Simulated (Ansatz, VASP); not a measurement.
## One calculation of Zn3P, two programs

File INCAR:

```
PREC     = Accurate       # precision mode
ENCUT    = 600            # plane-wave cutoff, eV
EDIFF    = 1E-7           # SCF threshold, eV
ISMEAR   = 0              # smearing method
SIGMA    = 0.1            # smearing width, eV
LREAL    = F              # projectors in reciprocal space
LASPH    = T              # aspherical terms in the spheres
NELM     = 100            # most SCF steps
ALGO     = Normal         # electronic algorithm
ISIF     = 3              # what is computed and relaxed
LWAVE    = F              # write WAVECAR
LCHARG   = F              # write CHGCAR
GGA      = PE             # functional
IBRION   = 2              # ionic algorithm
NSW      = 90             # ionic steps
EDIFFG   = -0.04          # ionic threshold
```

The input KPOINTS:

```
regular mesh
0
Gamma
  4 4 4
```

The input POSCAR:

```
Zn3P
1.0
    3.8732256922      0.0000000000      0.0000000000
    0.0000000000      3.8732256922      0.0000000000
    0.0000000000      0.0000000000      3.8732256922
Zn P
3 1
Direct
    0.0000000000      0.5000000000      0.5000000000
    0.5000000000      0.0000000000      0.5000000000
    0.5000000000      0.5000000000      0.0000000000
    0.0000000000      0.0000000000      0.0000000000
```

Input for Ansatz:

```yaml
crystal:
  lattice:
    - [3.8732256922, 0.0, 0.0]
    - [0.0, 3.8732256922, 0.0]
    - [0.0, 0.0, 3.8732256922]
  atoms:
    - { symbol: Zn, position: [0.0, 0.5, 0.5] }
    - { symbol: Zn, position: [0.5, 0.0, 0.5] }
    - { symbol: Zn, position: [0.5, 0.5, 0.0] }
    - { symbol: P, position: [0.0, 0.0, 0.0] }
basis:
  ecutwfc: 420
kpoints:
  mp_grid: { grid: [4, 4, 4] }
hamiltonian:
  xc: pbe
scf:
  occupations: { method: gaussian, width: 0.1 }
  lower_state_search: "off"
output:
  forces: true
  stress: true
  eigenvalues: true
relax:
  adjacent_minimum: "off"
  f_tol: 0.04
  max_steps: 70
  cell: { stress_tol: 0.4 }
```

Alike in both runs: task relaxation of cell and atoms; functional PBE; k mesh 4 × 4 × 4; occupations gaussian, width 0.1 eV; no spin polarisation.

|  | VASP | Ansatz |
| --- | --- | --- |
| version | VASP 6.6.1 | Ansatz 0.2.0 |
| potentials or method | VASP PAW PBE potentials, release 64 (Zn, P), cutoff 600 eV | scalar-relativistic, plane waves, PAW |
| valence electrons in the cell | 41 | 41 |

|  | VASP | Ansatz | Ansatz less VASP |
| --- | --- | --- | --- |
| gap on the k mesh at the Fermi level, each at its own relaxed structure (eV) | none | none | - |
| relaxed volume (Å³/atom) | 15.61 | 15.55 | -0.060 |
| relaxed cell length with the largest relative difference (Å) | 3.967 | 3.962 | -0.0051 |

A gap of «none» marks a metal or a gap that the smearing closes.

The k mesh is coarse, so the values compare programs but aren't converged.
